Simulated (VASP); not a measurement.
Write the native input for VASP 6.6.1 that does the following.

* Task: single point
* Functional: PBE
* Potentials or basis: VASP PAW PBE potentials, release 64 (As)
* Cutoff: 500 eV
* k mesh: 16 × 16 × 16
* Occupations: fermi-dirac, width 0.08 eV
* Spin: no spin polarisation
* Dipole correction: no
* Further INCAR settings: ALGO = Normal; EDIFF = 1e-06; NBANDS = 8

The structure of As lies in POSCAR:

```
As
1.0
    0.0000000000      2.1305165574      2.1305165574
    2.1305165574      0.0000000000      2.1305165574
    2.1305165574      2.1305165574      0.0000000000
As
1
Direct
    0.0000000000      0.0000000000      0.0000000000
```

The input as run:

INCAR

```
ALGO = Normal
EDIFF = 1E-6
ENCUT = 500
GGA = PE
GGA_COMPAT = False
ISIF = 2
ISMEAR = -1
LASPH = True
LCHARG = True
LELF = True
LREAL = False
LVHAR = True
LWAVE = False
NBANDS = 8
NELM = 120
PREC = Accurate
SIGMA = 0.08
```

KPOINTS

```
k-points
0
Gamma
  16 16 16
```

Potentials or basis: VASP PAW PBE potentials, release 64 (As).

Launch:

```console
$ cat potpaw_PBE.64/As/POTCAR > POTCAR
$ mpirun -np 1 vasp_std > vasp.out
```

It gave:

```
Pressure : 0.0 GPa
```

It took 21 s on 1 thread of AMD EPYC 7R43 64-Core Processor (Zen 3), with other jobs on the host, peak memory 0.11 GiB.
